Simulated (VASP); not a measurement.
# PbSe (I4/mmm) in VASP: settings compared

Aim: see how the results for PbSe move with the level of theory and the settings. Levels: PBE, r2SCAN. Tasks: single point.

Everything below comes from runs of VASP 6.6.1. Logs are shortened: lines on timing, memory, paths and dates and some standing lists are left out, and cuts for length are marked.

### Step 1. The cell of the first run

It takes space group I4/mmm (No. 139, tetragonal). Conventional cell: a = 4.368 Å, b = 4.368 Å, c = 5.966 Å, α = 90.00°, β = 90.00°, γ = 90.00°. Within 3.9 Å of Pb (site symmetry 4/mmm) lie 6 Se at 2.98 to 3.09 Å. Se (site symmetry 4/mmm) has 6 Pb at 2.98 to 3.09 Å within 3.9 Å.

### Step 2. Single point, PBE (uniaxial z strain -3.4%)

INCAR reads:

```
PREC = Accurate ; ENCUT = 520
EDIFF = 1E-6 ; ISMEAR = -1
SIGMA = 0.02 ; LREAL = F
LASPH = T ; NELM = 100
ALGO = Normal ; ISIF = 2
LWAVE = F ; LCHARG = F
GGA = PE ; NBANDS = 17
```

KPOINTS reads:

```
Automatic mesh
0
Gamma
  8 8 8
```

POSCAR reads:

```
PbSe
1.0
    0.0000000000      3.0887022202      2.9827597340
    3.0887022202      0.0000000000      2.9827597340
    3.0887022202      3.0887022202      0.0000000000
Pb Se
1 1
Direct
    0.0000000000      0.0000000000      0.0000000000
    0.5000000000      0.5000000000      0.5000000000
```

Potentials or basis: VASP PAW PBE potentials, release 64 (Pb_d, Se).

Run with:

```sh
> cat potpaw_PBE.64/Pb_d/POTCAR potpaw_PBE.64/Se/POTCAR > POTCAR
> mpirun -np 1 vasp_std > vasp.out
```

OUTCAR:

```text
PREC = Accurate
   ENCUT = 520
   EDIFF = 1E-6
   ISMEAR = -1
   LREAL = F
   LASPH = T
   NELM = 100
   ISIF = 2
   GGA = PE

 ion  position               nearest neighbor table
   1  0.000  0.000  0.000-   2 2.98   2 2.98   2 3.09   2 3.09   2 3.09   2 3.09
   2  0.500  0.500  0.500-   1 2.98   1 2.98   1 3.09   1 3.09   1 3.09   1 3.09

  LATTYP: Found a body centered tetragonal cell.
 ALAT       =     4.3680845699
 C/A-ratio  =     1.3657060372

  Lattice vectors:

 A1 = (   0.0000000000,  -3.0887022202,  -2.9827597340)
 A2 = (   0.0000000000,   3.0887022202,  -2.9827597340)
 A3 = (   3.0887022202,   0.0000000000,   2.9827597340)

Analysis of symmetry for initial positions (statically):
=====================================================================
 Subroutine PRICEL returns:
 Original cell was already a primitive cell.

 Routine SETGRP: Setting up the symmetry group for a
 body centered tetragonal supercell.

 Subroutine GETGRP returns: Found 16 space group operations
 (whereof 16 operations were pure point group operations)
 out of a pool of 16 trial point group operations.

The static configuration has the point symmetry D_4h.

Analysis of symmetry for dynamics (positions and initial velocities):
=====================================================================
 Subroutine PRICEL returns:
 Original cell was already a primitive cell.

 Routine SETGRP: Setting up the symmetry group for a
 body centered tetragonal supercell.

 Subroutine GETGRP returns: Found 16 space group operations
 (whereof 16 operations were pure point group operations)
 out of a pool of 16 trial point group operations.

The dynamic configuration has the point symmetry D_4h.

 Subroutine INISYM returns: Found 16 space group operations
 (whereof 16 operations are pure point group operations),
 and found     1 'primitive' translations

----------------------------------------------------------------------------------------

                                     Primitive cell

  volume of cell :      56.9115

  direct lattice vectors                    reciprocal lattice vectors
     0.000000000  3.088702220  2.982759734    -0.161880286  0.161880286  0.167629995
     3.088702220  0.000000000  2.982759734     0.161880286 -0.161880286  0.167629995
     3.088702220  3.088702220  0.000000000     0.161880286  0.161880286 -0.167629995

  length of vectors
     4.293825455  4.293825455  4.368084570     0.283743316  0.283743316  0.283743316

  position of ions in fractional coordinates (direct lattice)
     0.000000000  0.000000000  0.000000000
     0.500000000  0.500000000  0.500000000

  ion indices of the primitive-cell ions
   primitive index   ion index
                 1           1
                 2           2

----------------------------------------------------------------------------------------

 KPOINTS: Automatic mesh

Automatic generation of k-mesh.
 Grid dimensions read from file:
 generate k-points for:    8    8    8

 Generating k-lattice:

  Cartesian coordinates                     Fractional coordinates (reciprocal lattice)
    -0.020235036  0.020235036  0.020953749     0.125000000  0.000000000  0.000000000
     0.020235036 -0.020235036  0.020953749     0.000000000  0.125000000  0.000000000
     0.020235036  0.020235036 -0.020953749     0.000000000  0.000000000  0.125000000

  Length of vectors
     0.035467915  0.035467915  0.035467915

  Shift w.r.t. Gamma in fractional coordinates (k-lattice)
     0.000000000  0.000000000  0.000000000

 Subroutine IBZKPT returns following result:
 ===========================================

 Found     59 irreducible k-points:

 Following reciprocal coordinates:
            Coordinates               Weight
  0.000000  0.000000  0.000000      1.000000
  0.125000  0.000000  0.000000      8.000000
  0.250000  0.000000  0.000000      8.000000
  0.375000  0.000000  0.000000      8.000000
  0.500000  0.000000  0.000000      4.000000
  0.125000  0.125000  0.000000      2.000000
[... 16 lines left out ...]
  0.250000  0.000000  0.125000     16.000000
  0.375000  0.000000  0.125000     16.000000
 [... further k-points ...]
   k-points           NKPTS =     59   k-points in BZ     NKDIM =     59   number of bands    NBANDS=     17
   number of dos      NEDOS =    301   number of ions     NIONS =      2
   total plane-waves  NPLWV =  32768
   dimension x,y,z NGX =    32 NGY =   32 NGZ =   32
   dimension x,y,z NGXF=    64 NGYF=   64 NGZF=   64
   ions per type =               1   1
   NGX,Y,Z   is equivalent  to a cutoff of  12.39, 12.39, 12.18 a.u.
   NGXF,Y,Z  is equivalent  to a cutoff of  24.78, 24.78, 24.36 a.u.
 SYSTEM =  unknown system
   PREC   = accura    normal or accurate (medium, high low for compatibility)
   ISTART =      0    job   : 0-new  1-cont  2-samecut
   ICHARG =      2    charge: 1-file 2-atom 10-const
   ISPIN  =      1    spin polarized calculation?
   LNONCOLLINEAR =      F non collinear calculations
   LSORBIT =      F    spin-orbit coupling
   LASPH  =      T    aspherical Exc in radial PAW
   ENCUT  =  520.0 eV  38.22 Ry    6.18 a.u.   7.98  7.98  8.12*2*pi/ulx,y,z
   NELM   =    100;   NELMIN=  2; NELMDL= -5     # of ELM steps
   EDIFF  = 0.1E-05   stopping-criterion for ELM
   LREAL  =      F    real-space projection
   EDIFFG = 0.1E-04   stopping-criterion for IOM
   NSW    =      0    number of steps for IOM
   IBRION =     -1    ionic relax: 0-MD 1-quasi-New 2-CG
   NFREE  =      0    steps in history (QN), initial steepest desc. (CG)
   ISIF   =      2    stress and relaxation
   ISYM   =      2    0-nonsym 1-usesym 2-fastsym
   POTIM  = 0.5000    time-step for ionic-motion
   TEBEG  =    0.0;   TEEND  =   0.0 temperature during run
   PSTRESS=    0.0 pullay stress
   NELECT =      20.0000    total number of electrons
   NUPDOWN=      -1.0000    fix difference up-down
   EMIN   =  10.00;   EMAX   =-10.00  energy-range for DOS
   EFERMI =   0.00;   METHOD = LEGACY
   ISMEAR =    -1;   SIGMA  =   0.02  broadening in eV -4-tet -1-fermi 0-gaus
   EFERMI_NEDOS =   21; number of points for ismear=-14 and -15
   IALGO  =     38    algorithm
   IMIX   =      4    mixing-type and parameters
     AMIX     =   0.40;   BMIX     =  1.00
     AMIX_MAG =   1.60;   BMIX_MAG =  1.00
  volume/ion in A,a.u.               =      28.46       192.03
  Fermi-wavevector in a.u.,A,eV,Ry     =   1.155273  2.183150 18.159101  1.334656
  Thomas-Fermi vector in A             =   2.291903
   LORBIT       =      0    0 simple, 1 ext, 2 COOP (PROOUT), +10 PAW based schemes
   GGA     = PE    functional components
[... 5 lines left out ...]
 non-spin polarized calculation
  energy-cutoff  :      520.00
  volume of cell :       56.91
 maximum number of plane-waves:      1556
   NGX = 15   NGY = 15   NGZ = 17

 number of electron      19.9999998 magnetization

 Free energy of the ion-electron system (eV)
  ---------------------------------------------------
  ext. energy  EPLUGINS =         0.00000000
  ---------------------------------------------------
  free energy    TOTEN  =        -8.15110650 eV

  energy without entropy =       -8.15109271  energy(sigma->0) =       -8.15109960

 E-fermi :   5.3149     XC(G=0):  -9.5632

 val. band max:        5.2005761336   @ k =   0.5000   0.0000   0.0000
 cond. band min:       5.4292018747   @ k =   0.5000   0.0000   0.0000
 fundamental gap:      0.2286257411
 Fermi energy:         5.3148889986

 k-point     1 :       0.0000    0.0000    0.0000
  band No.  band energies     occupation
      1     -11.6923      2.00000
      2     -11.6921      2.00000
      3     -11.6827      2.00000
      4     -11.6827      2.00000
      5     -11.6757      2.00000
      6      -8.4998      2.00000
[... 9 lines left out ...]
     16      11.8072      0.00000
     17      13.3200      0.00000

 k-point     2 :       0.1250    0.0000    0.0000
  band No.  band energies     occupation
      1     -11.6945      2.00000
      2     -11.6907      2.00000
      3     -11.6817      2.00000
      4     -11.6782      2.00000
      5     -11.6768      2.00000
      6      -8.3801      2.00000
[... 9 lines left out ...]
     16      12.0657      0.00000
     17      14.3272      0.00000

 k-point     3 :       0.2500    0.0000    0.0000
  band No.  band energies     occupation
      1     -11.7021      2.00000
      2     -11.6932      2.00000
      3     -11.6848      2.00000
      4     -11.6688      2.00000
      5     -11.6654      2.00000
      6      -8.0506      2.00000
[... 9 lines left out ...]
     16      12.8895      0.00000
     17      16.2228      0.00000

 k-point     4 :       0.3750    0.0000    0.0000
  band No.  band energies     occupation
      1     -11.7100      2.00000
      2     -11.7013      2.00000
      3     -11.6847      2.00000
      4     -11.6586      2.00000
      5     -11.6522      2.00000
      6      -7.6332      2.00000
[... 9 lines left out ...]
     16      14.2313      0.00000
     17      16.6294      0.00000
[... 343 lines left out ...]
      1     -11.7005      2.00000
      2     -11.6867      2.00000
      3     -11.6853      2.00000
      4     -11.6762      2.00000
      5     -11.6756      2.00000
      6      -8.3423      2.00000
[... 9 lines left out ...]
     16      12.7456      0.00000
     17      13.8032      0.00000

 k-point    23 :       0.2500    0.0000    0.1250
  band No.  band energies     occupation
      1     -11.7127      2.00000
      2     -11.6865      2.00000
      3     -11.6835      2.00000
      4     -11.6756      2.00000
      5     -11.6642      2.00000
      6      -8.0824      2.00000
[... 9 lines left out ...]
     16      13.5442      0.00000
     17      15.0161      0.00000

 k-point    24 :       0.3750    0.0000    0.1250
  band No.  band energies     occupation
      1     -11.7226      2.00000
      2     -11.6924      2.00000
      3     -11.6823      2.00000
      4     -11.6676      2.00000
      5     -11.6530      2.00000
      6      -7.6865      2.00000
[... 9 lines left out ...]
     16      14.7130      0.00000
     17      16.4370      0.00000

 [... further k-points ...]

------------------------ aborting loop because EDIFF is reached ----------------------------------------

  FORCE on cell =-STRESS in cart. coord.  units (eV):
  Direction    XX          YY          ZZ          XY          YZ          ZX
  --------------------------------------------------------------------------------------
  -------------------------------------------------------------------------------------
  Total        0.4914428      0.4914428      2.2523394      0.0000000      0.0000000      0.0000000
  in kB       13.8351275     13.8351275     63.4080010      0.0000000      0.0000000      0.0000000
  external PRESSURE =      30.3594187 kB  Pullay stress =       0.0000000 kB

 VOLUME and BASIS-vectors are now :
 -----------------------------------------------------------------------------
  energy-cutoff  :      520.00
  volume of cell :       56.91
      direct lattice vectors                 reciprocal lattice vectors
     0.000000000  3.088702220  2.982759734    -0.161880286  0.161880286  0.167629995
     3.088702220  0.000000000  2.982759734     0.161880286 -0.161880286  0.167629995
     3.088702220  3.088702220  0.000000000     0.161880286  0.161880286 -0.167629995

 POSITION                                       TOTAL-FORCE (eV/Angst)
 -----------------------------------------------------------------------------------
      0.00000      0.00000      0.00000        -0.000000     -0.000000      0.000000
      3.08870      3.08870      2.98276         0.000000      0.000000      0.000000
 -----------------------------------------------------------------------------------
    total drift:                                0.000000     -0.000000     -0.000000

  FREE ENERGIE OF THE ION-ELECTRON SYSTEM (eV)
  ---------------------------------------------------
  free  energy   TOTEN  =        -8.1511064968 eV

  energy  without entropy=       -8.1510927129  energy(sigma->0) =       -8.15109960
```

Wall time 32 s (1 thread of Intel Xeon 6975P-C, shared host); peak memory 0.21 GiB.

What came out:

```yaml
Free_energy: -8.1511 eV
Pressure: 3.0 GPa
Band_gap_on_the_k_mesh: 0.23 eV, direct
```

Caveat: the cell differs from its parent crystal (uniaxial z strain -3.4%); spin-orbit coupling is left out, which moves the levels of the heavy elements.

### Step 3. Single point, r2SCAN (uniaxial z strain -3.4%)

POSCAR is that of step 2.

INCAR.step1 reads:

```
SYSTEM = PbSe
PREC = Accurate
ENCUT = 520
ISMEAR = 0
SIGMA = 0.01
LREAL = .False.
LASPH = .True.
NELM = 60
NBANDS = 17
GGA = PE
ALGO = Normal
EDIFF = 1E-4
LWAVE = .True.
LCHARG = .False.
```

INCAR.step2 reads:

```
SYSTEM = PbSe
PREC = Accurate
ENCUT = 520
EDIFF = 1E-6
ISMEAR = 0
SIGMA = 0.01
LREAL = .False.
LASPH = .True.
NELM = 60
ALGO = Normal
ISIF = 2
LWAVE = .False.
LCHARG = .False.
METAGGA = R2SCAN
LMIXTAU = .True.
NBANDS = 17
ISTART = 1
```

KPOINTS reads:

```
regular mesh
0
Gamma
  8 8 8
  0 0 0
```

Potentials or basis: VASP PAW PBE potentials, release 64 (Pb_d, Se).

Run with:

```sh
> cat potpaw_PBE.64/Pb_d/POTCAR potpaw_PBE.64/Se/POTCAR > POTCAR
> cp INCAR.step1 INCAR
> mpirun -np 1 vasp_std > vasp.out
> cp INCAR.step2 INCAR
> mpirun -np 1 vasp_std > vasp.out
```

It took 2.5 min on 1 thread of Intel Xeon 6975P-C, shared host; peak memory 0.22 GiB.

Results (log left out):

```yaml
Free_energy: -71.9063 eV
Pressure: 2.2 GPa
Band_gap_on_the_k_mesh: 0.51 eV, direct
```

Stress tensor (GPa, compression positive):
```
0.48 0.00 0.00
0.00 0.48 0.00
0.00 0.00 5.52
```

Levels at points of the mesh, in eV from the valence-band top:
```
           k point  band 8  band 9  band 10  band 11  band 12  band 13
(0.00, 0.00, 0.00)   -2.34   -2.00    -2.00     4.74     4.74     5.60
(0.50, 0.00, 0.00)   -1.73   -1.65     0.00     0.51     1.76     1.97
(0.50, 0.50, 0.00)   -5.32   -3.54    -3.54     3.85     5.86     5.86
(0.50, 0.00, 0.50)   -5.24   -3.66    -3.27     4.00     5.61     6.32
```

Caveat: the cell differs from its parent crystal (uniaxial z strain -3.4%); the PAW data sets were made with another functional, which shifts forces and pressure a little; spin-orbit coupling is left out, which moves the levels of the heavy elements. A k mesh can miss the band edges.
